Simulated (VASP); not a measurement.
# C (R-3m) in VASP: notebook

The runs below take C through single point, with PBE+D3(BJ).

Everything below comes from runs of VASP 6.6.1. Logs are shortened: lines on timing, memory, paths and dates and some standing lists are left out, and cuts for length are marked.

## Step 1: The cell of the first run

The structure is trigonal, space group R-3m (No. 166). Conventional cell: a = 2.485 Å, b = 2.485 Å, c = 10.166 Å, α = 90.00°, β = 90.00°, γ = 120.00°. C (site symmetry 3m) has 3 C at 1.44 Å within 1.9 Å.

## Step 2: Single point, PBE+D3(BJ) (atoms displaced along a vibrational mode, the cell strained)

Contents of INCAR:

```
SYSTEM = C
ALGO = Normal
EDIFF = 1E-6
ENCUT = 520
GGA = PE
ISIF = 2
ISMEAR = 0
IVDW = 12
LASPH = .True.
LCHARG = .False.
LREAL = .False.
LWAVE = .False.
NBANDS = 11
NELM = 60
PREC = Accurate
SIGMA = 0.05
```

Contents of KPOINTS:

```
k-points
0
Gamma
  15 15 15
  0 0 0
```

Contents of POSCAR:

```
C
1.0
    1.2427105179      0.7174792520      3.3888323960
   -1.2427105179      0.7174792520      3.3888323960
    0.0000000000     -1.4349585041      3.3888323960
C
2
Direct
    0.1741331993      0.1741331993      0.1741331993
    0.8258668007      0.8258668007      0.8258668007
```

Potentials or basis: VASP PAW PBE potentials, release 64 (C).

On the command line:

```
> cat potpaw_PBE.64/C/POTCAR > POTCAR
> mpirun -np 1 vasp_std > vasp.out
```

OUTCAR:

```text
SYSTEM = C
   EDIFF = 1E-6
   ENCUT = 520
   GGA = PE
   ISIF = 2
   ISMEAR = 0
   IVDW = 12
   LASPH = .True.
   LREAL = .False.
   NELM = 60
   PREC = Accurate
 IVDW          = 12

 ion  position               nearest neighbor table
   1  0.174  0.174  0.174-   2 1.44   2 1.44   2 1.44
   2  0.826  0.826  0.826-   1 1.44   1 1.44   1 1.44

  LATTYP: Found a trigonal (rhomboedric) cell.
 ALAT       =     3.6801210465
 COS(alpha) =     0.7719417768

  Lattice vectors:

 A1 = (   1.2427105179,   0.7174792520,   3.3888323960)
 A2 = (  -1.2427105179,   0.7174792520,   3.3888323960)
 A3 = (   0.0000000000,  -1.4349585041,   3.3888323960)

Analysis of symmetry for initial positions (statically):
=====================================================================
 Subroutine PRICEL returns:
 Original cell was already a primitive cell.

 Routine SETGRP: Setting up the symmetry group for a
 trigonal (rhombohedral) supercell.

 Subroutine GETGRP returns: Found 12 space group operations
 (whereof 12 operations were pure point group operations)
 out of a pool of 12 trial point group operations.

The static configuration has the point symmetry D_3d.

Analysis of symmetry for dynamics (positions and initial velocities):
=====================================================================
 Subroutine PRICEL returns:
 Original cell was already a primitive cell.

 Routine SETGRP: Setting up the symmetry group for a
 trigonal (rhombohedral) supercell.

 Subroutine GETGRP returns: Found 12 space group operations
 (whereof 12 operations were pure point group operations)
 out of a pool of 12 trial point group operations.

The dynamic configuration has the point symmetry D_3d.

 Subroutine INISYM returns: Found 12 space group operations
 (whereof 12 operations are pure point group operations),
 and found     1 'primitive' translations

----------------------------------------------------------------------------------------

                                     Primitive cell

  volume of cell :      18.1293

  direct lattice vectors                    reciprocal lattice vectors
     1.242710518  0.717479252  3.388832396     0.402346317  0.232294754  0.098362295
    -1.242710518  0.717479252  3.388832396    -0.402346317  0.232294754  0.098362295
     0.000000000 -1.434958504  3.388832396     0.000000000 -0.464589509  0.098362295

  length of vectors
     3.680121046  3.680121046  3.680121046     0.474887937  0.474887937  0.474887937

  position of ions in fractional coordinates (direct lattice)
     0.174133199  0.174133199  0.174133199
     0.825866801  0.825866801  0.825866801

  ion indices of the primitive-cell ions
   primitive index   ion index
                 1           1
                 2           2

----------------------------------------------------------------------------------------

 KPOINTS: k-points

Automatic generation of k-mesh.
 Grid dimensions read from file:
 generate k-points for:   15   15   15

 Generating k-lattice:

  Cartesian coordinates                     Fractional coordinates (reciprocal lattice)
     0.026823088  0.015486317  0.006557486     0.066666667  0.000000000  0.000000000
    -0.026823088  0.015486317  0.006557486     0.000000000  0.066666667  0.000000000
     0.000000000 -0.030972634  0.006557486     0.000000000  0.000000000  0.066666667

  Length of vectors
     0.031659196  0.031659196  0.031659196

  Shift w.r.t. Gamma in fractional coordinates (k-lattice)
     0.000000000  0.000000000  0.000000000

 Subroutine IBZKPT returns following result:
 ===========================================

 Found    344 irreducible k-points:

 Following reciprocal coordinates:
            Coordinates               Weight
  0.000000  0.000000  0.000000      1.000000
  0.066667  0.000000  0.000000      6.000000
  0.133333  0.000000  0.000000      6.000000
  0.200000  0.000000  0.000000      6.000000
  0.266667  0.000000  0.000000      6.000000
  0.333333  0.000000 -0.000000      6.000000
[... 16 lines left out ...]
  0.133333  0.133333  0.000000      6.000000
  0.200000  0.133333  0.000000     12.000000
 [... further k-points ...]
   k-points           NKPTS =    344   k-points in BZ     NKDIM =    344   number of bands    NBANDS=     11
   number of dos      NEDOS =    301   number of ions     NIONS =      2
   total plane-waves  NPLWV =  21952
   dimension x,y,z NGX =    28 NGY =   28 NGZ =   28
   dimension x,y,z NGXF=    56 NGYF=   56 NGZF=   56
   ions per type =               2
   NGX,Y,Z   is equivalent  to a cutoff of  12.65, 12.65, 12.65 a.u.
   NGXF,Y,Z  is equivalent  to a cutoff of  25.30, 25.30, 25.30 a.u.
 SYSTEM =  C
   PREC   = accura    normal or accurate (medium, high low for compatibility)
   ISTART =      0    job   : 0-new  1-cont  2-samecut
   ICHARG =      2    charge: 1-file 2-atom 10-const
   ISPIN  =      1    spin polarized calculation?
   LNONCOLLINEAR =      F non collinear calculations
   LSORBIT =      F    spin-orbit coupling
   LASPH  =      T    aspherical Exc in radial PAW
   ENCUT  =  520.0 eV  38.22 Ry    6.18 a.u.   6.84  6.84  6.84*2*pi/ulx,y,z
   NELM   =     60;   NELMIN=  2; NELMDL= -5     # of ELM steps
   EDIFF  = 0.1E-05   stopping-criterion for ELM
   LREAL  =      F    real-space projection
   EDIFFG = 0.1E-04   stopping-criterion for IOM
   NSW    =      0    number of steps for IOM
   IBRION =     -1    ionic relax: 0-MD 1-quasi-New 2-CG
   NFREE  =      0    steps in history (QN), initial steepest desc. (CG)
   ISIF   =      2    stress and relaxation
   ISYM   =      2    0-nonsym 1-usesym 2-fastsym
   POTIM  = 0.5000    time-step for ionic-motion
   TEBEG  =    0.0;   TEEND  =   0.0 temperature during run
   PSTRESS=    0.0 pullay stress
   NELECT =       8.0000    total number of electrons
   NUPDOWN=      -1.0000    fix difference up-down
   EMIN   =  10.00;   EMAX   =-10.00  energy-range for DOS
   EFERMI =   0.00;   METHOD = LEGACY
   ISMEAR =     0;   SIGMA  =   0.05  broadening in eV -4-tet -1-fermi 0-gaus
   EFERMI_NEDOS =   21; number of points for ismear=-14 and -15
   IALGO  =     38    algorithm
   IMIX   =      4    mixing-type and parameters
     AMIX     =   0.40;   BMIX     =  1.00
     AMIX_MAG =   1.60;   BMIX_MAG =  1.00
  volume/ion in A,a.u.               =       9.06        61.17
  Fermi-wavevector in a.u.,A,eV,Ry     =   1.246363  2.355285 21.135578  1.553421
  Thomas-Fermi vector in A             =   2.380544
   LORBIT       =      0    0 simple, 1 ext, 2 COOP (PROOUT), +10 PAW based schemes
   GGA     = PE    functional components
   LHFCALC =     F    Hartree Fock is set to
   AEXX    =    0.0000 exact exchange contribution
   IVDW    =    12    specifies the selected vdW correction
   LEPSILON=     F    determine dielectric tensor
   LRPA    =     F    only Hartree local field effects (RPA)
 non-spin polarized calculation
 Gauss-broadening in eV      SIGMA  =   0.05
  energy-cutoff  :      520.00
  volume of cell :       18.13
 maximum number of plane-waves:       505
   NGX = 13   NGY = 13   NGZ = 13

 number of electron       8.0000000 magnetization

 Free energy of the ion-electron system (eV)
  ---------------------------------------------------
  ext. energy  EPLUGINS =         0.00000000
  ---------------------------------------------------
  free energy    TOTEN  =       -18.22460821 eV

  energy without entropy =      -18.22460821  energy(sigma->0) =      -18.22460821

 E-fermi :   4.3713     XC(G=0): -10.2398

 val. band max:        4.1671803417   @ k =  -0.3333   0.3333   0.0000
 cond. band min:       4.5925348232   @ k =  -0.3333   0.3333   0.0000
 fundamental gap:      0.4253544815
 Fermi energy:         4.3712717751

 k-point     1 :       0.0000    0.0000    0.0000
  band No.  band energies     occupation
      1     -14.9485      2.00000
      2      -1.9053      2.00000
      3       1.6192      2.00000
      4       1.6192      2.00000
      5       8.2227      0.00000
      6      12.6574      0.00000
      7      12.6574      0.00000
      8      15.9123      0.00000
      9      16.4431      0.00000
     10      26.9236      0.00000
     11      29.6023      0.00000

 k-point     2 :       0.0667    0.0000    0.0000
  band No.  band energies     occupation
      1     -14.8422      2.00000
      2      -1.8019      2.00000
      3       1.1934      2.00000
      4       1.4038      2.00000
      5       8.3546      0.00000
      6      12.7133      0.00000
      7      13.0871      0.00000
      8      15.5760      0.00000
      9      16.6508      0.00000
     10      27.1731      0.00000
     11      28.7188      0.00000

 k-point     3 :       0.1333    0.0000    0.0000
  band No.  band energies     occupation
      1     -14.5244      2.00000
      2      -1.4971      2.00000
      3       0.0689      2.00000
      4       0.8573      2.00000
      5       8.7361      0.00000
      6      12.7375      0.00000
      7      14.2653      0.00000
      8      14.6619      0.00000
      9      17.3164      0.00000
     10      26.3735      0.00000
     11      28.2340      0.00000

 k-point     4 :       0.2000    0.0000    0.0000
  band No.  band energies     occupation
      1     -13.9977      2.00000
      2      -1.5354      2.00000
      3      -0.9274      2.00000
      4       0.1733      2.00000
      5       9.2939      0.00000
      6      12.5972      0.00000
      7      13.4242      0.00000
      8      15.9583      0.00000
      9      18.3790      0.00000
     10      24.3712      0.00000
     11      27.2656      0.00000

 k-point     5 :       0.2667    0.0000    0.0000
  band No.  band energies     occupation
      1     -13.2671      2.00000
      2      -3.2327      2.00000
      3      -0.4929      2.00000
      4      -0.2587      2.00000
      5       9.6737      0.00000
      6      12.3258      0.00000
      7      12.4291      0.00000
      8      17.9201      0.00000
      9      19.5521      0.00000
     10      22.6610      0.00000
     11      26.2276      0.00000
[... 211 lines left out ...]
 k-point    21 :      -0.1333    0.0667    0.0000
  band No.  band energies     occupation
      1     -14.2154      2.00000
      2      -1.1686      2.00000
      3      -0.7232      2.00000
      4       0.2619      2.00000
      5       8.9494      0.00000
      6      13.0143      0.00000
      7      13.8847      0.00000
      8      14.8116      0.00000
      9      18.1696      0.00000
     10      24.6330      0.00000
     11      27.7176      0.00000

 k-point    22 :      -0.0667    0.0667    0.0000
  band No.  band energies     occupation
      1     -14.6340      2.00000
      2      -1.5623      2.00000
      3       0.4729      2.00000
      4       0.9686      2.00000
      5       8.5413      0.00000
      6      12.8927      0.00000
      7      13.7151      0.00000
      8      14.9498      0.00000
      9      17.1313      0.00000
     10      26.8553      0.00000
     11      27.5710      0.00000

 k-point    23 :       0.1333    0.1333    0.0000
  band No.  band energies     occupation
      1     -14.5095      2.00000
      2      -1.6278      2.00000
      3       0.0825      2.00000
      4       0.8444      2.00000
      5       8.9853      0.00000
      6      12.6905      0.00000
      7      14.2725      0.00000
      8      14.6744      0.00000
      9      17.3432      0.00000
     10      26.1236      0.00000
     11      27.9559      0.00000

 k-point    24 :       0.2000    0.1333    0.0000
  band No.  band energies     occupation
      1     -14.1864      2.00000
      2      -1.3991      2.00000
      3      -0.7365      2.00000
      4       0.2493      2.00000
      5       9.4141      0.00000
      6      12.9550      0.00000
      7      13.9573      0.00000
      8      14.8277      0.00000
      9      18.1760      0.00000
     10      24.6041      0.00000
     11      27.9524      0.00000

 [... further k-points ...]

------------------------ aborting loop because EDIFF is reached ----------------------------------------

 Edisp (eV)   -0.30801

 E8    (eV) :    -0.0872

  FORCE on cell =-STRESS in cart. coord.  units (eV):
  Direction    XX          YY          ZZ          XY          YZ          ZX
  --------------------------------------------------------------------------------------
  -------------------------------------------------------------------------------------
  Total      -1.08571    -1.08571    -0.40574     0.00000     0.00000     0.00000
  in kB     -95.94938   -95.94938   -35.85762     0.00000     0.00000     0.00000
  external pressure =      -75.92 kB  Pullay stress =        0.00 kB

 VOLUME and BASIS-vectors are now :
 -----------------------------------------------------------------------------
  energy-cutoff  :      520.00
  volume of cell :       18.13
      direct lattice vectors                 reciprocal lattice vectors
     1.242710518  0.717479252  3.388832396     0.402346317  0.232294754  0.098362295
    -1.242710518  0.717479252  3.388832396    -0.402346317  0.232294754  0.098362295
     0.000000000 -1.434958504  3.388832396     0.000000000 -0.464589509  0.098362295

 POSITION                                       TOTAL-FORCE (eV/Angst)
 -----------------------------------------------------------------------------------
      0.00000     -0.00000      1.77032         0.000000      0.000000     -2.544665
      0.00000     -0.00000      8.39617         0.000000     -0.000000      2.544665
 -----------------------------------------------------------------------------------
    total drift:                               -0.000000      0.000000     -0.000000

  FREE ENERGIE OF THE ION-ELECTRON SYSTEM (eV)
  ---------------------------------------------------
  free  energy   TOTEN  =       -18.5326209921 eV

  energy  without entropy=      -18.5326209921  energy(sigma->0) =      -18.53262099
```

It took 2.2 min on 1 thread of Intel Xeon 8259CL, shared host; peak memory 0.2 GiB.

What came out:

* Free energy: -18.5326 eV
* Pressure: -7.6 GPa
* Largest force: 2.545 eV/Å
* Dispersion energy per atom: -0.154 eV

Forces in eV/Å, atoms in the order of the input:
```
C    0.000  0.000 -2.545
C    0.000  0.000  2.545
```

Caveat: the cell differs from its parent crystal (atoms displaced along a vibrational mode, the cell strained); the stress differs along the axes, from -10 to -4 GPa; forces of over 1 eV/Å act on the atoms, so gaps and moduli don't describe the material at rest.

## Step 3: Single point, PBE+D3(BJ) (atoms displaced along a vibrational mode, the cell strained)

Contents of INCAR:

```
PREC = Accurate
ENCUT = 520
EDIFF = 1E-7
ISMEAR = 0
SIGMA = 0.05
LREAL = F
LASPH = T
NELM = 80
ALGO = Normal
ISIF = 2
LWAVE = F
LCHARG = F
GGA = PE
IVDW = 12
NBANDS = 11
```

Contents of KPOINTS:

```
Automatic mesh
0
Gamma
  15 15 15
```

Contents of POSCAR:

```
C
1.0
    1.2427105179      0.7174792520      3.3888323960
   -1.2427105179      0.7174792520      3.3888323960
    0.0000000000     -1.4349585041      3.3888323960
C
2
Direct
    0.1590580365      0.1590580365      0.1590580365
    0.8409419635      0.8409419635      0.8409419635
```

Potentials or basis: VASP PAW PBE potentials, release 64 (C).

On the command line:

```
> cat potpaw_PBE.64/C/POTCAR > POTCAR
> mpirun -np 1 vasp_std > vasp.out
```

Run time: 2.3 min. Hardware: 1 thread of Intel Xeon 8259CL, shared host; peak memory 0.2 GiB.

It converged, with:

```
Free energy                : -18.5325 eV
Pressure                   : -7.7 GPa
Largest force              : 2.534 eV/Å
Dispersion energy per atom : -0.154 eV
```

Forces in eV/Å, atoms in the order of the input:
```
C    0.000  0.000  2.534
C    0.000  0.000 -2.534
```

Stress tensor (GPa, compression positive):
```
-9.43  0.00  0.00
 0.00 -9.43  0.00
 0.00  0.00 -4.25
```

Caveat: the cell differs from its parent crystal (atoms displaced along a vibrational mode, the cell strained); the stress differs along the axes, from -9 to -4 GPa; forces of over 1 eV/Å act on the atoms, so gaps and moduli don't describe the material at rest.

(Part 1 of 2 ends here.)
